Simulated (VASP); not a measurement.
# Tc (P6_3/mmc) in VASP: a series of runs

The runs below take Tc through single point, relaxation of cell and atoms, with r2SCAN.

Program: VASP 6.6.1. These are calculated values, not measurements. Logs are shortened: lines on timing, memory, paths and dates and some standing lists are left out, and cuts for length are marked.

## Step 1: The cell of the first run

Symmetry: P6_3/mmc, No. 194, hexagonal system. Conventional cell: a = 2.723 Å, b = 2.723 Å, c = 4.429 Å, α = 90.00°, β = 90.00°, γ = 120.00°. Tc (site symmetry -6m2) has 12 Tc at 2.72 Å within 3.6 Å.

## Step 2: Single point, r2SCAN

Contents of POSCAR:

```
Tc
1.0
    2.7225564453      0.0000000000      0.0000000000
   -1.3612782227      2.3578030449      0.0000000000
    0.0000000000      0.0000000000      4.4286865853
Tc
2
Direct
    0.3333333333      0.6666666667      0.2500000000
    0.6666666667      0.3333333333      0.7500000000
```

Contents of INCAR.step1:

```
SYSTEM = Tc
  PREC = Accurate
  ENCUT = 520
  ISMEAR = -1
  SIGMA = 0.05
  LREAL = .FALSE.
  LASPH = .TRUE.
  NELM = 80
  NBANDS = 20
  GGA = PE
  ALGO = Normal
  EDIFF = 1E-4
  LWAVE = .TRUE.
  LCHARG = .FALSE.
```

Contents of INCAR.step2:

```
SYSTEM = Tc
  PREC = Accurate
  ENCUT = 520
  EDIFF = 1E-7
  ISMEAR = -1
  SIGMA = 0.05
  LREAL = .FALSE.
  LASPH = .TRUE.
  NELM = 80
  ALGO = Normal
  ISIF = 2
  LWAVE = .FALSE.
  LCHARG = .FALSE.
  METAGGA = R2SCAN
  LMIXTAU = .TRUE.
  NBANDS = 20
  ISTART = 1
```

Contents of KPOINTS:

```
regular mesh
0
G
  7 7 4
  0 0 0
```

Potentials or basis: VASP PAW PBE potentials, release 64 (Tc_pv).

Command:

```console
> cat potpaw_PBE.64/Tc_pv/POTCAR > POTCAR
> cp INCAR.step1 INCAR
> mpirun -np 1 vasp_std > vasp.out
> cp INCAR.step2 INCAR
> mpirun -np 1 vasp_std > vasp.out
```

OUTCAR:

```text
SYSTEM = Tc
   PREC = Accurate
   ENCUT = 520
   EDIFF = 1E-7
   ISMEAR = -1
   LREAL = .FALSE.
   LASPH = .TRUE.
   NELM = 80
   ISIF = 2
   METAGGA = R2SCAN
   ISTART = 1

 ion  position               nearest neighbor table
   1  0.333  0.667  0.250-   2 2.72   2 2.72   2 2.72   2 2.72   2 2.72   2 2.72
   2  0.667  0.333  0.750-   1 2.72   1 2.72   1 2.72   1 2.72   1 2.72   1 2.72

  LATTYP: Found a hexagonal cell.
 ALAT       =     2.7225564453
 C/A-ratio  =     1.6266647448

  Lattice vectors:

 A1 = (   2.7225564453,   0.0000000000,   0.0000000000)
 A2 = (  -1.3612782227,   2.3578030449,   0.0000000000)
 A3 = (   0.0000000000,   0.0000000000,   4.4286865853)

Analysis of symmetry for initial positions (statically):
=====================================================================
 Subroutine PRICEL returns:
 Original cell was already a primitive cell.

 Routine SETGRP: Setting up the symmetry group for a
 hexagonal supercell.

 Subroutine GETGRP returns: Found 24 space group operations
 (whereof 12 operations were pure point group operations)
 out of a pool of 24 trial point group operations.

The static configuration has the point symmetry D_3d.
 The point group associated with its full space group is D_6h.

Analysis of symmetry for dynamics (positions and initial velocities):
=====================================================================
 Subroutine PRICEL returns:
 Original cell was already a primitive cell.

 Routine SETGRP: Setting up the symmetry group for a
 hexagonal supercell.

 Subroutine GETGRP returns: Found 24 space group operations
 (whereof 12 operations were pure point group operations)
 out of a pool of 24 trial point group operations.

The dynamic configuration has the point symmetry D_3d.
 The point group associated with its full space group is D_6h.

 Subroutine INISYM returns: Found 24 space group operations
 (whereof 12 operations are pure point group operations),
 and found     1 'primitive' translations

----------------------------------------------------------------------------------------

                                     Primitive cell

  volume of cell :      28.4289

  direct lattice vectors                    reciprocal lattice vectors
     2.722556445  0.000000000  0.000000000     0.367301843  0.212061818  0.000000000
    -1.361278223  2.357803045  0.000000000     0.000000000  0.424123636  0.000000000
     0.000000000  0.000000000  4.428686585     0.000000000  0.000000000  0.225800580

  length of vectors
     2.722556445  2.722556445  4.428686585     0.424123636  0.424123636  0.225800580

  position of ions in fractional coordinates (direct lattice)
     0.333333333  0.666666667  0.250000000
     0.666666667  0.333333333  0.750000000

  ion indices of the primitive-cell ions
   primitive index   ion index
                 1           1
                 2           2

----------------------------------------------------------------------------------------

 KPOINTS: regular mesh

Automatic generation of k-mesh.
 Grid dimensions read from file:
 generate k-points for:    7    7    4

 Generating k-lattice:

  Cartesian coordinates                     Fractional coordinates (reciprocal lattice)
     0.052471692  0.030294545  0.000000000     0.142857143  0.000000000  0.000000000
     0.000000000  0.060589091  0.000000000     0.000000000  0.142857143  0.000000000
     0.000000000  0.000000000  0.056450145     0.000000000  0.000000000  0.250000000

  Length of vectors
     0.060589091  0.060589091  0.056450145

  Shift w.r.t. Gamma in fractional coordinates (k-lattice)
     0.000000000  0.000000000  0.000000000

 Subroutine IBZKPT returns following result:
 ===========================================

 Found     24 irreducible k-points:

 Following reciprocal coordinates:
            Coordinates               Weight
  0.000000  0.000000  0.000000      1.000000
  0.142857 -0.000000  0.000000      6.000000
  0.285714  0.000000  0.000000      6.000000
  0.428571 -0.000000  0.000000      6.000000
  0.142857  0.142857  0.000000      6.000000
  0.285714  0.142857  0.000000     12.000000
[... 16 lines left out ...]
  0.428571  0.142857  0.500000      6.000000
  0.285714  0.285714  0.500000      6.000000
   k-points           NKPTS =     24   k-points in BZ     NKDIM =     24   number of bands    NBANDS=     20
   number of dos      NEDOS =    301   number of ions     NIONS =      2
   total plane-waves  NPLWV =  14400
   dimension x,y,z NGX =    20 NGY =   20 NGZ =   36
   dimension x,y,z NGXF=    40 NGYF=   40 NGZF=   72
   ions per type =               2
   NGX,Y,Z   is equivalent  to a cutoff of  12.21, 12.21, 13.51 a.u.
   NGXF,Y,Z  is equivalent  to a cutoff of  24.42, 24.42, 27.03 a.u.
 SYSTEM =  Tc
   PREC   = accura    normal or accurate (medium, high low for compatibility)
   ISTART =      1    job   : 0-new  1-cont  2-samecut
   ICHARG =      0    charge: 1-file 2-atom 10-const
   ISPIN  =      1    spin polarized calculation?
   LNONCOLLINEAR =      F non collinear calculations
   LSORBIT =      F    spin-orbit coupling
   LASPH  =      T    aspherical Exc in radial PAW
   ENCUT  =  520.0 eV  38.22 Ry    6.18 a.u.   5.06  5.06  8.23*2*pi/ulx,y,z
   NELM   =     80;   NELMIN=  2; NELMDL=  0     # of ELM steps
   EDIFF  = 0.1E-06   stopping-criterion for ELM
   LREAL  =      F    real-space projection
   EDIFFG = 0.1E-05   stopping-criterion for IOM
   NSW    =      0    number of steps for IOM
   IBRION =     -1    ionic relax: 0-MD 1-quasi-New 2-CG
   NFREE  =      0    steps in history (QN), initial steepest desc. (CG)
   ISIF   =      2    stress and relaxation
   ISYM   =      2    0-nonsym 1-usesym 2-fastsym
   POTIM  = 0.5000    time-step for ionic-motion
   TEBEG  =    0.0;   TEEND  =   0.0 temperature during run
   PSTRESS=    0.0 pullay stress
   NELECT =      26.0000    total number of electrons
   NUPDOWN=      -1.0000    fix difference up-down
   EMIN   =  10.00;   EMAX   =-10.00  energy-range for DOS
   EFERMI =   0.00;   METHOD = LEGACY
   ISMEAR =    -1;   SIGMA  =   0.05  broadening in eV -4-tet -1-fermi 0-gaus
   EFERMI_NEDOS =   21; number of points for ismear=-14 and -15
   IALGO  =     38    algorithm
   IMIX   =      4    mixing-type and parameters
     AMIX     =   0.40;   BMIX     =  1.00
     AMIX_MAG =   1.60;   BMIX_MAG =  1.00
  volume/ion in A,a.u.               =      14.21        95.92
  Fermi-wavevector in a.u.,A,eV,Ry     =   1.589081  3.002929 34.357158  2.525180
  Thomas-Fermi vector in A             =   2.687986
   LORBIT       =      0    0 simple, 1 ext, 2 COOP (PROOUT), +10 PAW based schemes
   METAGGA = R2SCAN    functional components
   LHFCALC =     F    Hartree Fock is set to
   AEXX    =    0.0000 exact exchange contribution
   IVDW    =     0    specifies the selected vdW correction
   LEPSILON=     F    determine dielectric tensor
   LRPA    =     F    only Hartree local field effects (RPA)
 non-spin polarized calculation
  energy-cutoff  :      520.00
  volume of cell :       28.43
 maximum number of plane-waves:       782
   NGX = 11   NGY = 11   NGZ = 17

 number of electron      25.9999999 magnetization

 Free energy of the ion-electron system (eV)
  ---------------------------------------------------
  ext. energy  EPLUGINS =         0.00000000
  ---------------------------------------------------
  free energy    TOTEN  =       -51.94683818 eV

  energy without entropy =      -51.91944324  energy(sigma->0) =      -51.93314071

 E-fermi :  12.6256     XC(G=0): -15.1645

 val. band max:       12.6048990601   @ k =   0.2857   0.0000   0.5000
 cond. band min:      12.6269654426   @ k =   0.2857   0.1429   0.5000
 fundamental gap:      0.0220663825
 Fermi energy:        12.6255756052

 k-point     1 :       0.0000    0.0000    0.0000
  band No.  band energies     occupation
      1     -28.1232      2.00000
      2     -26.8795      2.00000
      3     -26.8795      2.00000
      4     -26.6994      2.00000
      5     -26.6904      2.00000
      6     -26.6904      2.00000
[... 12 lines left out ...]
     19      24.2258      0.00000
     20      27.7156      0.00000

 k-point     2 :       0.1429   -0.0000    0.0000
  band No.  band energies     occupation
      1     -28.0338      2.00000
      2     -27.0865      2.00000
      3     -26.9435      2.00000
      4     -26.9019      2.00000
      5     -26.7343      2.00000
      6     -26.7214      2.00000
[... 12 lines left out ...]
     19      24.0755      0.00000
     20      29.1047      0.00000

 k-point     3 :       0.2857    0.0000    0.0000
  band No.  band energies     occupation
      1     -27.8028      2.00000
      2     -27.5480      2.00000
      3     -27.3490      2.00000
      4     -27.0784      2.00000
      5     -26.8426      2.00000
      6     -26.7972      2.00000
[... 12 lines left out ...]
     19      23.6076      0.00000
     20      27.2697      0.00000

 k-point     4 :       0.4286   -0.0000    0.0000
  band No.  band energies     occupation
      1     -27.9119      2.00000
      2     -27.6850      2.00000
      3     -27.5471      2.00000
      4     -27.1808      2.00000
      5     -26.9988      2.00000
      6     -26.8614      2.00000
[... 12 lines left out ...]
     19      24.6510      0.00000
     20      24.9911      0.00000

 k-point     5 :       0.1429    0.1429    0.0000
  band No.  band energies     occupation
      1     -27.8729      2.00000
      2     -27.3463      2.00000
      3     -27.2924      2.00000
      4     -27.0044      2.00000
      5     -26.8264      2.00000
      6     -26.8067      2.00000
[... 12 lines left out ...]
     19      23.8046      0.00000
     20      29.1566      0.00000
[... 353 lines left out ...]
      6     -26.9185      2.00000
[... 12 lines left out ...]
     19      29.0055      0.00000
     20      29.0055      0.00000

 k-point    22 :       0.2857    0.1429    0.5000
  band No.  band energies     occupation
      1     -27.8515      2.00000
      2     -27.8515      2.00000
      3     -27.1856      2.00000
      4     -27.1856      2.00000
      5     -26.9717      2.00000
      6     -26.9717      2.00000
[... 12 lines left out ...]
     19      27.3083      0.00000
     20      27.3083      0.00000

 k-point    23 :       0.4286    0.1429    0.5000
  band No.  band energies     occupation
      1     -27.9754      2.00000
      2     -27.9754      2.00000
      3     -27.2483      2.00000
      4     -27.2483      2.00000
      5     -26.9714      2.00000
      6     -26.9714      2.00000
[... 12 lines left out ...]
     19      24.9657      0.00000
     20      24.9657      0.00000

 k-point    24 :       0.2857    0.2857    0.5000
  band No.  band energies     occupation
      1     -27.8573      2.00000
      2     -27.8573      2.00000
      3     -27.4421      2.00000
      4     -27.4421      2.00000
      5     -26.9515      2.00000
      6     -26.9515      2.00000
[... 12 lines left out ...]
     19      25.9994      0.00000
     20      25.9994      0.00000

------------------------ aborting loop because EDIFF is reached ----------------------------------------

  FORCE on cell =-STRESS in cart. coord.  units (eV):
  Direction    XX          YY          ZZ          XY          YZ          ZX
  --------------------------------------------------------------------------------------
  -------------------------------------------------------------------------------------
  Total        0.0782568      0.0782568      0.1204398     -0.0000000      0.0000000      0.0000000
  in kB        4.4103502      4.4103502      6.7876758     -0.0000000      0.0000000      0.0000000
  external PRESSURE =       5.2027920 kB  Pullay stress =       0.0000000 kB

 VOLUME and BASIS-vectors are now :
 -----------------------------------------------------------------------------
  energy-cutoff  :      520.00
  volume of cell :       28.43
      direct lattice vectors                 reciprocal lattice vectors
     2.722556445  0.000000000  0.000000000     0.367301843  0.212061818  0.000000000
    -1.361278223  2.357803045  0.000000000     0.000000000  0.424123636  0.000000000
     0.000000000  0.000000000  4.428686585     0.000000000  0.000000000  0.225800580

 POSITION                                       TOTAL-FORCE (eV/Angst)
 -----------------------------------------------------------------------------------
     -0.00000      1.57187      1.10717        -0.000000      0.000000      0.000000
      1.36128      0.78593      3.32151         0.000000     -0.000000      0.000000
 -----------------------------------------------------------------------------------
    total drift:                               -0.000000      0.000000     -0.000000

  FREE ENERGIE OF THE ION-ELECTRON SYSTEM (eV)
  ---------------------------------------------------
  free  energy   TOTEN  =       -51.9468381840 eV

  energy  without entropy=      -51.9194432381  energy(sigma->0) =      -51.93314071
```

Run time: 28 s. Hardware: 1 thread of AMD EPYC 9R45 (Zen 5), shared host; peak memory 0.12 GiB.

Results:

- Free energy: -51.9468 eV
- Pressure: 0.5 GPa
- Band gap on the k mesh: zero (bands 13 and 14 overlap by 3.01 eV)

Stress tensor (GPa, compression positive):
```
0.44 0.00 0.00
0.00 0.44 0.00
0.00 0.00 0.68
```

Caveat: the k points lie up to 0.38 Å⁻¹ apart, too coarse for converged energies and pressures of a metal; the PAW data sets were made with another functional, which shifts forces and pressure a little.

(Continued in part 2 of 2.)

The gap in the log of VASP goes by the Fermi energy; the results here count the filled bands.